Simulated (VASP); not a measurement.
Write the native input for VASP 6.6.1 that does the following.

| Property | Result |
| --- | --- |
| Task | single point |
| Functional | PBE |
| Potentials or basis | VASP PAW PBE potentials, release 64 (Zn, S) |
| Cutoff | 520 eV |
| k mesh | 6 × 6 × 4 |
| Occupations | gaussian, width 0.01 eV |
| Spin | no spin polarisation |
| Dipole correction | no |
| Further INCAR settings | ALGO = Normal; EDIFF = 1e-07; NBANDS = 26 |

The structure of ZnS lies in POSCAR:

```
ZnS
1.0
    4.0136426719      0.0000000000      0.0000000000
   -2.0068213360      3.4759165156      0.0000000000
    0.0000000000      0.0000000000      6.0706595134
Zn S
2 2
Direct
    0.3333333333      0.6666666667      0.2500000000
    0.6666666667      0.3333333333      0.7500000000
    0.6666666667      0.3333333333      0.2500000000
    0.3333333333      0.6666666667      0.7500000000
```

One way to write it, as run:

INCAR

```
  PREC = Accurate
  ENCUT = 520
  EDIFF = 1E-7
  ISMEAR = 0
  SIGMA = 0.01
  LREAL = False
  LASPH = True
  NELM = 80
  ALGO = Normal
  ISIF = 2
  LWAVE = False
  LCHARG = False
  GGA = PE
  NBANDS = 26
```

KPOINTS

```
Automatic mesh
0
Gamma
  6 6 4
```

Potentials or basis: VASP PAW PBE potentials, release 64 (Zn, S).

Launch:

```sh
$ cat potpaw_PBE.64/Zn/POTCAR potpaw_PBE.64/S/POTCAR > POTCAR
$ mpirun -np 1 vasp_std > vasp.out
```

It gave:

```
Pressure               : -1.7 GPa
Band gap on the k mesh : 1.37 eV
```

Run time: 63 s on 1 thread of Intel Xeon 8259CL, on a shared host, peak memory 0.21 GiB.
